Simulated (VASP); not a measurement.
Write the native input for VASP 6.6.1 that does the following.

```
Task                   : single point
Functional             : PBE
Potentials or basis    : VASP PAW PBE potentials, release 64 (Ti_sv)
Cutoff                 : 520 eV
k mesh                 : 20 × 20 × 20
Occupations            : gaussian, width 0.15 eV
Spin                   : collinear spin
Starting moments       : [1.0] μB
Fixed moment           : 1 μB
Dipole correction      : no
Further INCAR settings : ALGO = Fast; EDIFF = 1e-07; NBANDS = 16
```

The structure of Ti lies in POSCAR:

```
Ti
1.0
    0.0000000000      2.1725938953      2.1725938953
    2.1725938953      0.0000000000      2.1725938953
    2.1725938953      2.1725938953      0.0000000000
Ti
1
Direct
    0.0000000000      0.0000000000      0.0000000000
```

This isn't the form of Ti at room conditions, which is hcp.

These files were run (other wordings do the same):

INCAR

```
SYSTEM = Ti
  PREC = Accurate
  ENCUT = 520
  EDIFF = 1E-7
  ISMEAR = 0
  SIGMA = 0.15
  LREAL = .False.
  LASPH = .True.
  NELM = 150
  ALGO = Fast
  ISIF = 2
  LWAVE = .False.
  LCHARG = .False.
  ISPIN = 2
  MAGMOM = 1
  LORBIT = 11
  NUPDOWN = 1.0
  LMAXMIX = 4
  GGA = PE
  NBANDS = 16
```

KPOINTS

```
regular mesh
0
Gamma
  20 20 20
  0 0 0
```

Potentials or basis: VASP PAW PBE potentials, release 64 (Ti_sv).

Launch:

```bash
$ cat potpaw_PBE.64/Ti_sv/POTCAR > POTCAR
$ mpirun -np 1 vasp_std > vasp.out
```

Results of the run:

```yaml
Pressure: -11.5 GPa
Net_moment: 1.00 μB per cell
Site_moments: Ti +0.66 μB
Valence_electrons_inside_the_program's_atomic_spheres: Ti 10.10
```

Caveat: the cell stands under tension; the total moment is fixed, so each spin has its own Fermi level and the state may be an excited one.

Wall time 68 s on 1 thread of Intel(R) Xeon(R) 6975P-C (Granite Rapids) (shared host), peak memory 0.24 GiB.
